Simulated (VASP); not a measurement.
# NaF (Fm-3m) in VASP: settings compared

NaF is run at these levels: PBE, r2SCAN; tasks: single point.

Everything below comes from runs of VASP 6.6.1. Logs are shortened: lines on timing, memory, paths and dates and some standing lists are left out, and cuts for length are marked.

## Step 1: The cell of the first run

The structure is cubic, space group Fm-3m (No. 225). The conventional cell has a = 4.594 Å, b = 4.594 Å, c = 4.594 Å, α = 90.00°, β = 90.00°, γ = 90.00°. Na (site symmetry m-3m) has 6 F at 2.30 Å within 3.0 Å. Within 3.0 Å of F (site symmetry m-3m) lie 6 Na at 2.30 Å.

## Step 2: Single point, PBE

The input, INCAR:

```
SYSTEM = NaF
  PREC = Accurate
  ENCUT = 520
  EDIFF = 1E-6
  ISMEAR = 0
  SIGMA = 0.01
  LREAL = .False.
  LASPH = .True.
  NELM = 100
  ALGO = Normal
  ISIF = 2
  LWAVE = .False.
  LCHARG = .False.
  GGA = PE
  NBANDS = 14
```

The input, KPOINTS:

```
regular mesh
0
Gamma
  8 8 8
  0 0 0
```

The input, POSCAR:

```
NaF
1.0
    0.0000000000      2.2971680799      2.2971680799
    2.2971680799      0.0000000000      2.2971680799
    2.2971680799      2.2971680799      0.0000000000
Na F
1 1
Direct
    0.0000000000      0.0000000000      0.0000000000
    0.5000000000      0.5000000000      0.5000000000
```

Potentials or basis: VASP PAW PBE potentials, release 64 (Na_pv, F).

The run is started by

```console
> cat potpaw_PBE.64/Na_pv/POTCAR potpaw_PBE.64/F/POTCAR > POTCAR
> mpirun -np 1 vasp_std > vasp.out
```

OUTCAR:

```text
SYSTEM = NaF
   PREC = Accurate
   ENCUT = 520
   EDIFF = 1E-6
   ISMEAR = 0
   LREAL = .False.
   LASPH = .True.
   NELM = 100
   ISIF = 2
   GGA = PE

 ion  position               nearest neighbor table
   1  0.000  0.000  0.000-   2 2.30   2 2.30   2 2.30   2 2.30   2 2.30   2 2.30
   2  0.500  0.500  0.500-   1 2.30   1 2.30   1 2.30   1 2.30   1 2.30   1 2.30

  LATTYP: Found a face centered cubic cell.
 ALAT       =     4.5943361598

  Lattice vectors:

 A1 = (   0.0000000000,   2.2971680799,   2.2971680799)
 A2 = (   2.2971680799,   0.0000000000,   2.2971680799)
 A3 = (   2.2971680799,   2.2971680799,   0.0000000000)

Analysis of symmetry for initial positions (statically):
=====================================================================
 Subroutine PRICEL returns:
 Original cell was already a primitive cell.

 Routine SETGRP: Setting up the symmetry group for a
 face centered cubic supercell.

 Subroutine GETGRP returns: Found 48 space group operations
 (whereof 48 operations were pure point group operations)
 out of a pool of 48 trial point group operations.

The static configuration has the point symmetry O_h .

Analysis of symmetry for dynamics (positions and initial velocities):
=====================================================================
 Subroutine PRICEL returns:
 Original cell was already a primitive cell.

 Routine SETGRP: Setting up the symmetry group for a
 face centered cubic supercell.

 Subroutine GETGRP returns: Found 48 space group operations
 (whereof 48 operations were pure point group operations)
 out of a pool of 48 trial point group operations.

The dynamic configuration has the point symmetry O_h .

 Subroutine INISYM returns: Found 48 space group operations
 (whereof 48 operations are pure point group operations),
 and found     1 'primitive' translations

----------------------------------------------------------------------------------------

                                     Primitive cell

  volume of cell :      24.2442

  direct lattice vectors                    reciprocal lattice vectors
     0.000000000  2.297168080  2.297168080    -0.217659302  0.217659302  0.217659302
     2.297168080  0.000000000  2.297168080     0.217659302 -0.217659302  0.217659302
     2.297168080  2.297168080  0.000000000     0.217659302  0.217659302 -0.217659302

  length of vectors
     3.248686254  3.248686254  3.248686254     0.376996969  0.376996969  0.376996969

  position of ions in fractional coordinates (direct lattice)
     0.000000000  0.000000000  0.000000000
     0.500000000  0.500000000  0.500000000

  ion indices of the primitive-cell ions
   primitive index   ion index
                 1           1
[... 87 lines left out ...]
   EFERMI =   0.00;   METHOD = LEGACY
   ISMEAR =     0;   SIGMA  =   0.01  broadening in eV -4-tet -1-fermi 0-gaus
   EFERMI_NEDOS =   21; number of points for ismear=-14 and -15
   IALGO  =     38    algorithm
   IMIX   =      4    mixing-type and parameters
     AMIX     =   0.40;   BMIX     =  1.00
     AMIX_MAG =   1.60;   BMIX_MAG =  1.00
  volume/ion in A,a.u.               =      12.12        81.80
  Fermi-wavevector in a.u.,A,eV,Ry     =   1.363269  2.576204 25.286442  1.858501
  Thomas-Fermi vector in A             =   2.489686
   LORBIT       =      0    0 simple, 1 ext, 2 COOP (PROOUT), +10 PAW based schemes
   GGA     = PE    functional components
   LHFCALC =     F    Hartree Fock is set to
   AEXX    =    0.0000 exact exchange contribution
   IVDW    =     0    specifies the selected vdW correction
   LEPSILON=     F    determine dielectric tensor
   LRPA    =     F    only Hartree local field effects (RPA)
 non-spin polarized calculation
 Gauss-broadening in eV      SIGMA  =   0.01
  energy-cutoff  :      520.00
  volume of cell :       24.24
 maximum number of plane-waves:       666
   NGX = 13   NGY = 13   NGZ = 13

 number of electron      13.9999992 magnetization

 Free energy of the ion-electron system (eV)
  ---------------------------------------------------
  ext. energy  EPLUGINS =         0.00000000
  ---------------------------------------------------
  free energy    TOTEN  =        -8.54957505 eV

  energy without entropy =       -8.54957505  energy(sigma->0) =       -8.54957505

 E-fermi :  -1.8044     XC(G=0):  -9.2791

 val. band max:       -1.9696175607   @ k =   0.0000   0.0000   0.0000
 cond. band min:       4.4710235272   @ k =   0.0000   0.0000   0.0000
 fundamental gap:      6.4406410878
 Fermi energy:        -1.8044328315

 k-point     1 :       0.0000    0.0000    0.0000
  band No.  band energies     occupation
      1     -21.1875      2.00000
      2     -20.8402      2.00000
      3     -20.8402      2.00000
      4     -20.8402      2.00000
      5      -1.9696      2.00000
      6      -1.9696      2.00000
      7      -1.9696      2.00000
      8       4.4710      0.00000
      9      17.1916      0.00000
     10      17.1916      0.00000
     11      17.1916      0.00000
     12      20.1069      0.00000
     13      22.3139      0.00000
     14      22.3139      0.00000
[... 377 lines left out ...]
      1     -21.6281      2.00000
      2     -20.8995      2.00000
      3     -20.8739      2.00000
      4     -20.2248      2.00000
      5      -3.3225      2.00000
      6      -2.5677      2.00000
      7      -2.3211      2.00000
      8       9.9898      0.00000
      9      10.9551      0.00000
     10      15.4264      0.00000
     11      17.3052      0.00000
     12      20.4852      0.00000
     13      21.5728      0.00000
     14      26.4358      0.00000

 [... further k-points ...]

------------------------ aborting loop because EDIFF is reached ----------------------------------------

  FORCE on cell =-STRESS in cart. coord.  units (eV):
  Direction    XX          YY          ZZ          XY          YZ          ZX
  --------------------------------------------------------------------------------------
  -------------------------------------------------------------------------------------
  Total        0.5299244      0.5299244      0.5299244      0.0000000      0.0000000      0.0000000
  in kB       35.0200019     35.0200019     35.0200019      0.0000000      0.0000000      0.0000000
  external PRESSURE =      35.0200019 kB  Pullay stress =       0.0000000 kB

 VOLUME and BASIS-vectors are now :
 -----------------------------------------------------------------------------
  energy-cutoff  :      520.00
  volume of cell :       24.24
      direct lattice vectors                 reciprocal lattice vectors
     0.000000000  2.297168080  2.297168080    -0.217659302  0.217659302  0.217659302
     2.297168080  0.000000000  2.297168080     0.217659302 -0.217659302  0.217659302
     2.297168080  2.297168080  0.000000000     0.217659302  0.217659302 -0.217659302

 POSITION                                       TOTAL-FORCE (eV/Angst)
 -----------------------------------------------------------------------------------
      0.00000      0.00000      0.00000        -0.000000     -0.000000     -0.000000
      2.29717      2.29717      2.29717         0.000000      0.000000      0.000000
 -----------------------------------------------------------------------------------
    total drift:                                0.000000     -0.000000      0.000000

  FREE ENERGIE OF THE ION-ELECTRON SYSTEM (eV)
  ---------------------------------------------------
  free  energy   TOTEN  =        -8.5495750457 eV

  energy  without entropy=       -8.5495750457  energy(sigma->0) =       -8.54957505
```

Run time: 4.2 s. Hardware: 1 thread of Intel Xeon Platinum 8488C (Sapphire Rapids), shared host; peak memory 0.13 GiB.

Results:

```yaml
Free_energy: -8.5496 eV
Pressure: 3.5 GPa
Band_gap_on_the_k_mesh: 6.44 eV, direct
```

## Step 3: Single point, r2SCAN

POSCAR is that of step 2.

The input, INCAR.step1:

```
PREC = Accurate ; ENCUT = 520
ISMEAR = 0 ; SIGMA = 0.01
LREAL = False ; LASPH = True
NELM = 80 ; NBANDS = 14
GGA = PE ; ALGO = Normal
EDIFF = 1E-4 ; LWAVE = True
LCHARG = False
```

The input, INCAR.step2:

```
PREC = Accurate ; ENCUT = 520
EDIFF = 1E-7 ; ISMEAR = 0
SIGMA = 0.01 ; LREAL = False
LASPH = True ; NELM = 80
ALGO = Normal ; ISIF = 2
LWAVE = False ; LCHARG = False
METAGGA = R2SCAN ; LMIXTAU = True
NBANDS = 14 ; ISTART = 1
```

The input, KPOINTS:

```
regular mesh
0
Gamma
  8 8 8
```

Potentials or basis: VASP PAW PBE potentials, release 64 (Na_pv, F).

The run is started by

```console
> cat potpaw_PBE.64/Na_pv/POTCAR potpaw_PBE.64/F/POTCAR > POTCAR
> cp INCAR.step1 INCAR
> mpirun -np 1 vasp_std > vasp.out
> cp INCAR.step2 INCAR
> mpirun -np 1 vasp_std > vasp.out
```

Run time: 17 s. Hardware: 1 thread of Intel Xeon Platinum 8488C (Sapphire Rapids), shared host; peak memory 0.13 GiB.

Results (log left out):

```
Free energy            : -12.6030 eV
Pressure               : -0.9 GPa
Band gap on the k mesh : 7.32 eV, direct
```

Levels at points of the mesh, in eV from the valence-band top:
| k point | band 5 | band 6 | band 7 | band 8 | band 9 | band 10 |
| --- | --- | --- | --- | --- | --- | --- |
| (0.00, 0.00, 0.00) | 0.00 | 0.00 | 0.00 | 7.32 | 19.97 | 19.97 |
| (0.50, 0.00, 0.00) | -1.61 | -0.28 | -0.28 | 11.80 | 13.64 | 21.70 |
| (0.50, 0.50, 0.00) | -1.30 | -0.42 | -0.41 | 14.01 | 14.29 | 15.11 |

Caveat: the PAW data sets were made with another functional, which shifts forces and pressure a little.
